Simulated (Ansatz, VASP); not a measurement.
**One calculation of CsBr, two programs**

Contents of POSCAR:

```
CsBr
1.0
    4.3193779122      0.0000000000      0.0000000000
    0.0000000000      4.3193779122      0.0000000000
    0.0000000000      0.0000000000      4.3193779122
Cs Br
1 1
Direct
    0.0000000000      0.0000000000      0.0000000000
    0.5000000000      0.5000000000      0.5000000000
```

INCAR.step1

```
PREC     = Accurate       # precision mode
ENCUT    = 400            # plane-wave cutoff, eV
EDIFF    = 1E-5           # SCF threshold, eV
ISMEAR   = 0              # smearing method
SIGMA    = 0.01           # smearing width, eV
LREAL    = F              # projectors in reciprocal space
LASPH    = T              # aspherical terms in the spheres
NELM     = 120            # most SCF steps
ALGO     = Normal         # electronic algorithm
ISIF     = 2              # what is computed and relaxed
LWAVE    = T              # write WAVECAR
LCHARG   = F              # write CHGCAR
NBANDS   = 15             # bands
GGA      = PE             # functional
GGA_COMPAT= F
```

File INCAR.step2:

```
PREC     = Accurate       # precision mode
ENCUT    = 400            # plane-wave cutoff, eV
EDIFF    = 1E-6           # SCF threshold, eV
ISMEAR   = 0              # smearing method
SIGMA    = 0.01           # smearing width, eV
LREAL    = F              # projectors in reciprocal space
LASPH    = T              # aspherical terms in the spheres
NELM     = 120            # most SCF steps
ALGO     = Normal         # electronic algorithm
ISIF     = 2              # what is computed and relaxed
LWAVE    = F              # write WAVECAR
LCHARG   = F              # write CHGCAR
GGA      = PE             # functional
LHFCALC  = T              # exact exchange
AEXX     = 0.5            # exact-exchange fraction
HFSCREEN = 0.5            # screening, 1/A
PRECFOCK = Normal       
NBANDS   = 15             # bands
ISTART   = 1            
GGA_COMPAT= F
```

KPOINTS

```
regular mesh
0
Gamma
  4 4 4
```

Input for Ansatz:

```yaml
crystal:
  lattice:
    - [4.3193779122, 0.0, 0.0]
    - [0.0, 4.3193779122, 0.0]
    - [0.0, 0.0, 4.3193779122]
  atoms:
    - { symbol: Cs, position: [0.0, 0.0, 0.0] }
    - { symbol: Br, position: [0.5, 0.5, 0.5] }
kpoints:
  mp_grid: { grid: [4, 4, 4] }
hamiltonian:
  xc: { exchange: pbe, correlation: pbe, exx: { coeff: 0.5, omega: 0.5 } }
scf:
  occupations: { method: fixed }
  n_extra_bands: 4
output:
  forces: true
  stress: true
  eigenvalues: true
```

Alike in both runs: task single point; functional PBE-based screened hybrid; k mesh 4 × 4 × 4; no spin polarisation.

|  | VASP | Ansatz |
| --- | --- | --- |
| version | VASP 6.6.1 | Ansatz 0.2.0 |
| potentials or method | VASP PAW PBE potentials, release 64 (Cs_sv, Br) | plane waves |
| plane-wave cutoff (eV) | 400 | 420 |
| occupations | gaussian, width 0.01 eV | fixed |
| valence electrons in the cell | 16 | 16 |

|  | VASP | Ansatz | Ansatz less VASP |
| --- | --- | --- | --- |
| gap on the k mesh at the Fermi level (eV) | 5.64 | 5.66 | +0.015 |
| pressure (GPa) | 0.1 | 0.2 | +0.06 |

VASP's potentials were made for PBE, not for PBE-based screened hybrid. Ansatz's warnings: stress exchange threshold loose, stress scf threshold loose.

Spin-orbit coupling is off throughout.
